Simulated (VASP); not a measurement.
# AlCr2C (P6_3/mmc) in VASP: a series of runs

The runs below take AlCr2C through relaxation of shape and atoms at fixed volume, relaxation of the atoms, with PBEsol.

Everything below comes from runs of VASP 6.6.1. Logs are shortened: lines on timing, memory, paths and dates and some standing lists are left out, and cuts for length are marked.

## (1) The cell of the first run

The structure is hexagonal, space group P6_3/mmc (No. 194). The conventional cell has a = 2.904 Å, b = 2.904 Å, c = 12.989 Å, α = 90.00°, β = 90.00°, γ = 120.00°. Al (site symmetry -6m2) has 6 Cr at 2.75 Å and 6 Al at 2.90 Å and 6 C at 3.65 Å within 3.7 Å. Within 2.6 Å of Cr (site symmetry 3m) lie 3 C at 1.99 Å. Within 2.6 Å of C (site symmetry -3m) lie 6 Cr at 1.99 Å.

## (2) Relaxation of shape and atoms at fixed volume, PBEsol (11.86 Å³/atom)

INCAR

```
PREC = Accurate
ENCUT = 600
EDIFF = 1E-7
ISMEAR = 0
SIGMA = 0.1
LREAL = False
LASPH = True
NELM = 100
ALGO = Fast
ISIF = 4
LWAVE = False
LCHARG = False
GGA = PS
IBRION = 2
NSW = 50
EDIFFG = -0.01
```

KPOINTS

```
Automatic mesh
0
Gamma
  12 12 4
```

POSCAR

```
AlCr2C
1.0
    2.9044061516      0.0000000000      0.0000000000
   -1.4522030758      2.5152895102      0.0000000000
    0.0000000000      0.0000000000     12.9891564059
Al Cr C
2 4 2
Direct
    0.6666666667      0.3333333333      0.2500000000
    0.3333333333      0.6666666667      0.7500000000
    0.3333333333      0.6666666667      0.4179121310
    0.6666666667      0.3333333333      0.9179121310
    0.6666666667      0.3333333333      0.5820878690
    0.3333333333      0.6666666667      0.0820878690
    0.0000000000      0.0000000000      0.5000000000
    0.0000000000      0.0000000000      0.0000000000
```

Potentials or basis: VASP PAW PBE potentials, release 64 (Al, Cr_pv, C).

Run with:

```
> cat potpaw_PBE.64/Al/POTCAR potpaw_PBE.64/Cr_pv/POTCAR potpaw_PBE.64/C/POTCAR > POTCAR
> mpirun -np 1 vasp_std > vasp.out
```

OUTCAR:

```text
PREC = Accurate
   ENCUT = 600
   EDIFF = 1E-7
   ISMEAR = 0
   LREAL = False
   LASPH = True
   NELM = 100
   ISIF = 4
   GGA = PS
   IBRION = 2
   NSW = 50
   EDIFFG = -0.01

 ion  position               nearest neighbor table
   1  0.667  0.333  0.250-   3 2.75   6 2.75   3 2.75   6 2.75   3 2.75   6 2.75
   2  0.333  0.667  0.750-   4 2.75   5 2.75   4 2.75   5 2.75   4 2.75   5 2.75
   3  0.333  0.667  0.418-   7 1.99   7 1.99   7 1.99   5 2.71   5 2.71   5 2.71   1 2.75   1 2.75
                             1 2.75
   4  0.667  0.333  0.918-   8 1.99   8 1.99   8 1.99   6 2.71   6 2.71   6 2.71   2 2.75   2 2.75
                             2 2.75
   5  0.667  0.333  0.582-   7 1.99   7 1.99   7 1.99   3 2.71   3 2.71   3 2.71   2 2.75   2 2.75
                             2 2.75
   6  0.333  0.667  0.082-   8 1.99   8 1.99   8 1.99   4 2.71   4 2.71   4 2.71   1 2.75   1 2.75
                             1 2.75
   7  0.000  0.000  0.500-   3 1.99   5 1.99   5 1.99   3 1.99   5 1.99   3 1.99
   8  0.000  0.000  0.000-   4 1.99   6 1.99   4 1.99   6 1.99   4 1.99   6 1.99

  LATTYP: Found a hexagonal cell.
 ALAT       =     2.9044061516
 C/A-ratio  =     4.4722245195

  Lattice vectors:

 A1 = (   2.9044061516,   0.0000000000,   0.0000000000)
 A2 = (  -1.4522030758,   2.5152895102,   0.0000000000)
 A3 = (   0.0000000000,   0.0000000000,  12.9891564059)

Analysis of symmetry for initial positions (statically):
=====================================================================
 Subroutine PRICEL returns:
 Original cell was already a primitive cell.

 Routine SETGRP: Setting up the symmetry group for a
 hexagonal supercell.

 Subroutine GETGRP returns: Found 24 space group operations
 (whereof 12 operations were pure point group operations)
 out of a pool of 24 trial point group operations.

The static configuration has the point symmetry D_3d.
 The point group associated with its full space group is D_6h.

Analysis of symmetry for dynamics (positions and initial velocities):
=====================================================================
 Subroutine PRICEL returns:
 Original cell was already a primitive cell.

 Routine SETGRP: Setting up the symmetry group for a
 hexagonal supercell.

 Subroutine GETGRP returns: Found 24 space group operations
 (whereof 12 operations were pure point group operations)
 out of a pool of 24 trial point group operations.

The dynamic configuration has the point symmetry D_3d.
 The point group associated with its full space group is D_6h.

 Subroutine INISYM returns: Found 24 space group operations
[... 120 lines left out ...]
   NELECT =      62.0000    total number of electrons
   NUPDOWN=      -1.0000    fix difference up-down
   EMIN   =  10.00;   EMAX   =-10.00  energy-range for DOS
   EFERMI =   0.00;   METHOD = LEGACY
   ISMEAR =     0;   SIGMA  =   0.10  broadening in eV -4-tet -1-fermi 0-gaus
   EFERMI_NEDOS =   21; number of points for ismear=-14 and -15
   IALGO  =     68    algorithm
   IMIX   =      4    mixing-type and parameters
     AMIX     =   0.40;   BMIX     =  1.00
     AMIX_MAG =   1.60;   BMIX_MAG =  1.00
  volume/ion in A,a.u.               =      11.86        80.04
  Fermi-wavevector in a.u.,A,eV,Ry     =   1.420572  2.684492 27.456901  2.018025
  Thomas-Fermi vector in A             =   2.541473
   LORBIT       =      0    0 simple, 1 ext, 2 COOP (PROOUT), +10 PAW based schemes
   GGA     = PS    functional components
   LHFCALC =     F    Hartree Fock is set to
   AEXX    =    0.0000 exact exchange contribution
   IVDW    =     0    specifies the selected vdW correction
   LEPSILON=     F    determine dielectric tensor
   LRPA    =     F    only Hartree local field effects (RPA)
 conjugate gradient relaxation of ions
 non-spin polarized calculation
 RMM-DIIS sequential band-by-band and
 Gauss-broadening in eV      SIGMA  =   0.10
  energy-cutoff  :      600.00
  volume of cell :       94.89
 maximum number of plane-waves:      3204
 NGX is ok and might be reduce to    24
   NGX = 11   NGY = 11   NGZ = 51

--------------------------------------- Ionic step        1  -------------------------------------------

 number of electron      62.0000019 magnetization

 Free energy of the ion-electron system (eV)
  ---------------------------------------------------
  ext. energy  EPLUGINS =         0.00000000
  ---------------------------------------------------
  free energy    TOTEN  =       -69.80988975 eV

  energy without entropy =      -69.77502994  energy(sigma->0) =      -69.79245984

------------------------ aborting loop because EDIFF is reached ----------------------------------------

  FORCE on cell =-STRESS in cart. coord.  units (eV):
  Direction    XX          YY          ZZ          XY          YZ          ZX
  --------------------------------------------------------------------------------------
  -------------------------------------------------------------------------------------
  Total       -9.9564924     -9.9564924    -10.0952521      0.0000000     -0.0000000     -0.0000000
  in kB     -168.1088885   -168.1088885   -170.4517553      0.0000000     -0.0000000     -0.0000000
  external PRESSURE =    -168.8898441 kB  Pullay stress =       0.0000000 kB
[... 113 lines left out ...]
--------------------------------------- Ionic step        4  -------------------------------------------

 number of electron      62.0000022 magnetization

 Free energy of the ion-electron system (eV)
  ---------------------------------------------------
  ext. energy  EPLUGINS =         0.00000000
  ---------------------------------------------------
  free energy    TOTEN  =       -69.82455066 eV

  energy without entropy =      -69.78992922  energy(sigma->0) =      -69.80723994

 E-fermi :   9.0227     XC(G=0): -12.2258

 val. band max:        9.0205737031   @ k =   0.3333   0.0833   0.0000
 cond. band min:       9.0291410259   @ k =   0.4167   0.0833   0.5000
 fundamental gap:      0.0085673228
 Fermi energy:         9.0226737699

 k-point     1 :       0.0000    0.0000    0.0000
  band No.  band energies     occupation
      1     -34.2219      2.00000
      2     -34.2212      2.00000
      3     -34.0533      2.00000
      4     -34.0533      2.00000
      5     -34.0533      2.00000
      6     -34.0533      2.00000
[... 949 lines left out ...]
     36       9.8772      0.00000
     37      10.1752      0.00000

 [... further k-points ...]

------------------------ aborting loop because EDIFF is reached ----------------------------------------

  FORCE on cell =-STRESS in cart. coord.  units (eV):
  Direction    XX          YY          ZZ          XY          YZ          ZX
  --------------------------------------------------------------------------------------
  -------------------------------------------------------------------------------------
  Total       -9.1731701     -9.1731701     -9.1127015     -0.0000000      0.0000000      0.0000000
  in kB     -154.8830007   -154.8830007   -153.8620286     -0.0000000      0.0000000      0.0000000
  external PRESSURE =    -154.5426766 kB  Pullay stress =       0.0000000 kB
[... 23 lines left out ...]
  FREE ENERGIE OF THE ION-ELECTRON SYSTEM (eV)
  ---------------------------------------------------
  free  energy   TOTEN  =       -69.8245506577 eV

  energy  without entropy=      -69.7899292174  energy(sigma->0) =      -69.80723994

 reached required accuracy - stopping structural energy minimisation
```

OSZICAR:

```text
N       E                     dE             d eps       ncg     rms          rms(c)
DAV:   1     0.779825599649E+03    0.77983E+03   -0.36691E+04  4218   0.205E+03
DAV:   2    -0.749589674075E+01   -0.78732E+03   -0.77097E+03  4223   0.580E+02
[... 62 lines left out ...]
RMM:   7    -0.698245503522E+02   -0.17830E-05   -0.19760E-05  5408   0.168E-02    0.669E-03
RMM:   8    -0.698245505248E+02   -0.17259E-06   -0.34306E-06  4957   0.751E-03    0.719E-03
RMM:   9    -0.698245508040E+02   -0.27920E-06   -0.33839E-06  4408   0.697E-03    0.126E-02
RMM:  10    -0.698245506516E+02    0.15239E-06   -0.21049E-06  4183   0.755E-03    0.406E-03
RMM:  11    -0.698245506456E+02    0.60463E-08   -0.10311E-06  4018   0.480E-03    0.252E-03
RMM:  12    -0.698245506577E+02   -0.12104E-07   -0.11163E-07  2401   0.169E-03
   4 F= -.69824551E+02 E0= -.69807240E+02  d E =-.159861E-03
```

CONTCAR:

```text
AlCr2C
   1.00000000000000
     2.9037018392499645    0.0000000000000000   -0.0000000000000000
    -1.4518509196249823    2.5146795578112404    0.0000000000000000
    -0.0000000000000000   -0.0000000000000000   12.9954583840617701
  Al              Cr              C
     2     4     2
Direct
     0.6666666667000030    0.3333333332999970    0.2500000000000000
     0.3333333332999970    0.6666666667000030    0.7500000000000000
     0.3333333332999970    0.6666666667000030    0.4193450457847474
     0.6666666667000030    0.3333333332999970    0.9193450457847474
     0.6666666667000030    0.3333333332999970    0.5806549542152526
     0.3333333332999970    0.6666666667000030    0.0806549542152526
     1.0000000000000000    1.0000000000000000    0.5000000000000000
     0.0000000000000000    1.0000000000000000    0.0000000000000000

  0.00000000E+00  0.00000000E+00  0.00000000E+00
  0.00000000E+00  0.00000000E+00  0.00000000E+00
  0.00000000E+00  0.00000000E+00  0.00000000E+00
  0.00000000E+00  0.00000000E+00  0.00000000E+00
  0.00000000E+00  0.00000000E+00  0.00000000E+00
  0.00000000E+00  0.00000000E+00  0.00000000E+00
  0.00000000E+00  0.00000000E+00  0.00000000E+00
  0.00000000E+00  0.00000000E+00  0.00000000E+00
```

Run time: 16 min. Hardware: 1 thread of Oxide Virtual Turin-like, shared host; peak memory 0.36 GiB.

What came out:

```yaml
Free_energy: -69.8246 eV
Energy_gained_by_relaxing: 1.8 meV/atom
Ionic_steps: 4
Pressure_after_relaxing: -15.5 GPa
Band_gap_on_the_k_mesh: zero (bands 31 and 32 overlap by 0.83 eV)
```

Stress tensor (GPa, compression positive):
```
-15.49   0.00   0.00
  0.00 -15.49   0.00
  0.00   0.00 -15.39
```

The path:
| step | energy change (eV) | largest force (eV/Å) | pressure (GPa) | volume (Å³) |
| --- | --- | --- | --- | --- |
| 1 | 0.0000 | 0.3896 | -16.89 | 94.89 |
| 2 | -0.0145 | 0.0078 | -15.45 | 94.89 |
| 3 | -0.0145 | 0.0024 | -15.49 | 94.89 |
| 4 | -0.0147 | 0.0003 | -15.45 | 94.89 |

Final structure:
```
Al Cr C
1.0
     2.90370    0.00000    0.00000
    -1.45185    2.51468    0.00000
     0.00000    0.00000   12.99546
Al Cr C
2 4 2
Direct
  0.66667 0.33333 0.25000
  0.33333 0.66667 0.75000
  0.33333 0.66667 0.41935
  0.66667 0.33333 0.91934
  0.66667 0.33333 0.58065
  0.33333 0.66667 0.08065
  0.00000 0.00000 0.50000
  0.00000 0.00000 0.00000
```

Levels at points of the mesh, in eV from the Fermi level:
```tsv
k point	band 27	band 28	band 29	band 30	band 31	band 32	band 33	band 34	band 35	band 36
(0.00, 0.00, 0.00)	-1.08	-1.08	-1.02	-0.91	-0.18	-0.18	-0.16	-0.16	0.65	0.65
(0.50, 0.00, 0.00)	-1.86	-1.84	0.12	0.34	0.35	0.44	0.63	0.64	1.10	1.12
(0.00, 0.00, 0.50)	-1.08	-1.08	-0.96	-0.96	-0.18	-0.18	-0.18	-0.18	0.67	0.67
(0.50, 0.00, 0.50)	-1.85	-1.85	0.23	0.23	0.39	0.39	0.63	0.63	1.11	1.11
```

Caveat: the PAW data sets were made with another functional, which shifts forces and pressure a little; the run has no spin polarisation, though such a crystal can be magnetic.

## (3) Relaxation of the atoms, PBEsol

This run uses another cell than the first one, of 10.89 Å³/atom.

INCAR

```
SYSTEM = AlCr2C
PREC = Accurate
ENCUT = 520
EDIFF = 1E-7
ISMEAR = 0
SIGMA = 0.1
LREAL = .False.
LASPH = .True.
NELM = 60
ALGO = Fast
ISIF = 2
LWAVE = .False.
LCHARG = .False.
GGA = PS
IBRION = 2
NSW = 60
EDIFFG = -0.01
```

KPOINTS

```
regular mesh
0
Gamma
  12 12 4
  0 0 0
```

POSCAR

```
AlCr2C
1.0
    2.8251010646      0.0000000000      0.0000000000
   -1.4125505323      2.4466092902      0.0000000000
    0.0000000000      0.0000000000     12.6013736800
Al Cr C
2 4 2
Direct
    0.6666666700      0.3333333300      0.2500000000
    0.3333333300      0.6666666700      0.7500000000
    0.3333333300      0.6666666700      0.4149411600
    0.6666666700      0.3333333300      0.9149411600
    0.6666666700      0.3333333300      0.5850588400
    0.3333333300      0.6666666700      0.0850588400
    0.0000000000      0.0000000000      0.5000000000
    0.0000000000      0.0000000000      0.0000000000
```

Potentials or basis: VASP PAW PBE potentials, release 64 (Al, Cr_pv, C).

Run with:

```
> cat potpaw_PBE.64/Al/POTCAR potpaw_PBE.64/Cr_pv/POTCAR potpaw_PBE.64/C/POTCAR > POTCAR
> mpirun -np 1 vasp_std > vasp.out
```

Wall time 24 min (1 thread of Oxide Virtual Turin-like, shared host); peak memory 0.3 GiB.

It converged, with:

```yaml
Free_energy: -70.2668 eV
Energy_gained_by_relaxing: 0.8 meV/atom
Ionic_steps: 3
Pressure_after_relaxing: -1.9 GPa
Band_gap_on_the_k_mesh: zero (bands 31 and 32 overlap by 0.88 eV)
```

Stress tensor (GPa, compression positive):
```
-2.06  0.00  0.00
 0.00 -2.06  0.00
 0.00  0.00 -1.58
```

The path:
```
step  energy change (eV)  largest force (eV/Å)  pressure (GPa)
   1              0.0000                0.2826           -2.88
   2             -0.0066                0.0456           -1.69
   3             -0.0067                0.0004           -1.90
```

Final structure:
```xyz
8
Lattice="2.8251 0.0000 0.0000 -1.4126 2.4466 0.0000 0.0000 0.0000 12.6014" Properties=species:S:1:pos:R:3 pbc="T T T"
Al    1.4126    0.8155    3.1503
Al    0.0000    1.6311    9.4510
Cr    0.0000    1.6311    5.2406
Cr    1.4126    0.8155   11.5413
Cr    1.4126    0.8155    7.3607
Cr    0.0000    1.6311    1.0601
C     0.0000    0.0000    6.3007
C     0.0000    0.0000    0.0000
```

Levels at points of the mesh, in eV from the Fermi level:
| k point | band 28 | band 29 | band 30 | band 31 | band 32 | band 33 | band 34 | band 35 |
| --- | --- | --- | --- | --- | --- | --- | --- | --- |
| (0.00, 0.00, 0.00) | -1.11 | -1.09 | -1.09 | -0.21 | -0.21 | -0.18 | -0.18 | 0.63 |
| (0.50, 0.00, 0.00) | -1.99 | 0.14 | 0.33 | 0.43 | 0.44 | 0.82 | 0.84 | 1.24 |
| (0.00, 0.00, 0.50) | -1.10 | -1.10 | -1.10 | -0.19 | -0.19 | -0.19 | -0.19 | 0.65 |
| (0.50, 0.00, 0.50) | -2.00 | 0.29 | 0.29 | 0.38 | 0.38 | 0.83 | 0.83 | 1.25 |

Caveat: the PAW data sets were made with another functional, which shifts forces and pressure a little; the run has no spin polarisation, though such a crystal can be magnetic. Spin polarisation is off, so any magnetic state and its effect on volume and gap are missing.

The gap in the log of VASP goes by the Fermi energy; the results here count the filled bands.